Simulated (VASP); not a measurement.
C:

```
CELL_PARAMETERS angstrom
0.00000 1.78012 1.78012
1.78012 0.00000 1.78012
1.78012 1.78012 0.00000
ATOMIC_POSITIONS crystal
C 0.00000 0.00000 0.00000
C 0.25000 0.25000 0.25000
```

Base run:

| Quantity | Value |
| --- | --- |
| Program | VASP 6.6.1 |
| Functional | PBE |
| Potentials or basis | VASP PAW PBE potentials, release 64 (C) |
| Cutoff | 520 eV |
| k mesh | 8 × 8 × 8 |
| Occupations | gaussian, width 0.01 eV |
| Spin | no spin polarisation |

Its results: band gap on the k mesh 4.14 eV, indirect (least direct gap 5.60 eV); pressure 4.9 GPa.

Q: After a change of settings the same cell gave: band gap on the k mesh 4.45 eV, indirect (least direct gap 5.60 eV); pressure 6.0 GPa. Which change was it?
A. further incar settings from ALGO = Normal; EDIFF = 1e-06; NBANDS = 11; ISYM = 0 to ALGO = Normal; EDIFF = 1e-06; NBANDS = 11
B. further incar settings from ALGO = Normal; EDIFF = 1e-06; NBANDS = 11; ISYM = 0 to ALGO = Normal; EDIFF = 1e-07; NBANDS = 11
C. k mesh from 8 × 8 × 8 to 3 × 3 × 3; further incar settings from ALGO = Normal; EDIFF = 1e-06; NBANDS = 11; ISYM = 0 to ALGO = Normal; EDIFF = 1e-06; NBANDS = 11
D. k mesh from 8 × 8 × 8 to 4 × 4 × 4; further incar settings from ALGO = Normal; EDIFF = 1e-06; NBANDS = 11; ISYM = 0 to ALGO = Normal; EDIFF = 1e-06; NBANDS = 11

A: D.

Caveats: some runs use coarse meshes.
